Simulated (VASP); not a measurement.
S: single point with LDA

The system is S.

```xyz
1
Lattice="0.0000 1.5443 1.5443 1.5443 0.0000 1.5443 1.5443 1.5443 0.0000" Properties=species:S:1:pos:R:3 pbc="T T T"
S     0.0000    0.0000    0.0000
```

This cell differs from its parent crystal: volume scaled by 0.5.

| Quantity | Value |
| --- | --- |
| Program | VASP 6.6.1 |
| Task | single point |
| Functional | LDA |
| Potentials or basis | VASP PAW LDA potentials, release 64 (S) |
| Cutoff | 520 eV |
| k mesh | 16 × 16 × 16 |
| Occupations | fermi-dirac, width 0.08 eV |
| Spin | no spin polarisation |
| Dipole correction | no |
| Further INCAR settings | ALGO = Normal; EDIFF = 1e-07; NBANDS = 9 |

```yaml
Pressure: 259.9 GPa
Band_gap_on_the_k_mesh: zero (band 3 reaches 32.61 eV, above the bottom of band 4 at 14.38 eV)
```

Levels at points of the mesh, in eV from the Fermi level:
| k point | band 1 | band 2 | band 3 | band 4 | band 5 | band 6 | band 7 |
| --- | --- | --- | --- | --- | --- | --- | --- |
| (0.00, 0.00, 0.00) | -27.85 | 9.95 | 9.95 | 9.95 | 12.26 | 12.26 | 12.26 |
| (0.50, 0.00, 0.00) | -17.36 | -16.67 | 6.18 | 6.18 | 10.74 | 10.74 | 14.86 |
| (0.50, 0.50, 0.00) | -14.33 | -12.55 | -1.57 | -1.57 | 0.88 | 5.04 | 31.97 |

Wall time 2.1 s on 1 thread of Intel Xeon 6975P-C (shared host), peak memory 0.11 GiB.
